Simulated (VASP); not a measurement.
Al5GaAs6: single point with PBE

The system is Al5GaAs6.

```
CELL_PARAMETERS angstrom
4.05417 0.00000 0.00000
0.00000 12.15807 0.00000
0.00000 0.00000 5.72935
ATOMIC_POSITIONS crystal
Al 0.00000 0.83308 0.00001
Al 0.00000 0.16692 0.00001
Al 0.50000 0.33346 0.49986
Al 0.00000 0.50000 0.00000
Al 0.50000 0.66655 0.49986
Ga 0.50000 0.00000 0.50009
As 0.50000 0.83278 0.75076
As 0.00000 0.00000 0.24820
As 0.50000 0.16722 0.75076
As 0.00000 0.33348 0.25011
As 0.50000 0.50000 0.75024
As 0.00000 0.66652 0.25011
```

* Program: VASP 6.6.1
* Task: single point
* Functional: PBE
* Potentials or basis: VASP PAW PBE potentials, release 64 (Al, Ga_d, As)
* Cutoff: 520 eV
* k mesh: 8 × 4 × 6
* Occupations: gaussian, width 0.02 eV
* Spin: no spin polarisation

| Quantity | Value |
| --- | --- |
| Pressure | 0.2 GPa |
| Largest force | 0.005 eV/Å |
| Band gap on the k mesh | 1.43 eV |

Forces on the atoms (eV/Å):
```
Al   0.000  0.000 -0.004
Al   0.000  0.000 -0.004
Al   0.000  0.000 -0.003
Al   0.000  0.000 -0.003
Al   0.000  0.000 -0.003
Ga   0.000  0.000 -0.003
As   0.000 -0.003  0.004
As   0.000  0.000  0.002
As   0.000  0.003  0.004
As   0.000  0.000  0.003
As   0.000  0.000  0.003
As   0.000  0.000  0.003
```

Levels at points of the mesh, in eV from the valence-band top:
```csv
k point,band 25,band 26,band 27,band 28,band 29,band 30,band 31,band 32,band 33,band 34
"(0.00, 0.00, 0.00)",-0.42,-0.36,-0.02,-0.02,0.00,1.43,1.49,2.17,2.50,2.56
"(0.50, 0.00, 0.00)",-2.20,-2.19,-2.19,-0.95,-0.92,1.99,2.04,2.17,2.17,2.42
"(0.00, 0.50, 0.00)",-0.93,-0.58,-0.49,-0.16,-0.02,1.88,1.95,2.40,2.73,3.19
"(0.50, 0.50, 0.00)",-2.18,-1.67,-1.66,-1.66,-1.63,1.48,1.49,1.95,2.32,3.53
"(0.00, 0.00, 0.50)",-1.10,-1.04,-1.04,-1.02,-0.91,1.90,2.47,2.47,2.49,2.56
"(0.50, 0.00, 0.50)",-2.00,-0.88,-0.87,-0.84,-0.84,1.61,1.96,3.66,3.83,3.91
"(0.00, 0.50, 0.50)",-1.18,-0.89,-0.87,-0.84,-0.82,1.56,1.96,2.79,2.94,2.97
"(0.50, 0.50, 0.50)",-1.94,-1.20,-1.18,-1.18,-1.13,2.53,2.97,2.98,3.07,4.16
```

It took 13 min on 1 thread of Intel(R) Xeon(R) Platinum 8488C (Sapphire Rapids) (shared host), peak memory 0.74 GiB.

A k mesh can miss the band edges.
